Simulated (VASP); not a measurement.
## C: single point with PBE

The system is C.

```
CELL_PARAMETERS angstrom
0.00000 1.70165 1.91980
1.70165 0.00000 1.91980
1.70165 1.70165 0.00000
ATOMIC_POSITIONS crystal
C 0.50000 0.50000 0.50000
C 0.75000 0.75000 0.75000
```

This cell differs from its parent crystal: volume 5.559 Å^3 an atom, c/a of the conventional cell 1.1282.

| Item | Value |
| --- | --- |
| Program | VASP 6.6.1 |
| Task | single point |
| Functional | PBE |
| Potentials or basis | VASP PAW PBE potentials, release 64 (C) |
| Cutoff | 520 eV |
| k mesh | 12 × 12 × 12 |
| Occupations | gaussian, width 0.05 eV |
| Spin | no spin polarisation |
| Dipole correction | no |
| Further INCAR settings | ALGO = Normal; EDIFF = 1e-06; NBANDS = 11 |

- Pressure: 12.1 GPa
- Band gap on the k mesh: 2.67 eV, indirect (least direct gap 4.58 eV)

Stress tensor (GPa, compression positive):
```
 54.83   0.00   0.00
  0.00  54.83   0.00
  0.00   0.00 -73.35
```

Levels at points of the mesh, in eV from the valence-band top:
| k point | band 1 | band 2 | band 3 | band 4 | band 5 | band 6 | band 7 | band 8 | band 9 |
| --- | --- | --- | --- | --- | --- | --- | --- | --- | --- |
| (0.00, 0.00, 0.00) | -22.45 | -2.10 | 0.00 | 0.00 | 4.58 | 4.58 | 6.08 | 12.69 | 19.00 |
| (0.50, 0.00, 0.00) | -16.50 | -14.26 | -4.70 | -2.33 | 5.50 | 8.33 | 10.24 | 15.26 | 21.13 |
| (0.50, 0.50, 0.00) | -14.81 | -14.81 | -5.82 | -5.82 | 6.06 | 6.06 | 15.82 | 15.82 | 21.48 |
| (0.50, 0.00, 0.50) | -12.93 | -12.93 | -7.60 | -7.60 | 3.25 | 3.25 | 15.84 | 15.84 | 22.68 |

Wall time 21 s on 1 thread of Intel Xeon 8259CL (shared host), peak memory 0.13 GiB.

 A k mesh can miss the band edges.
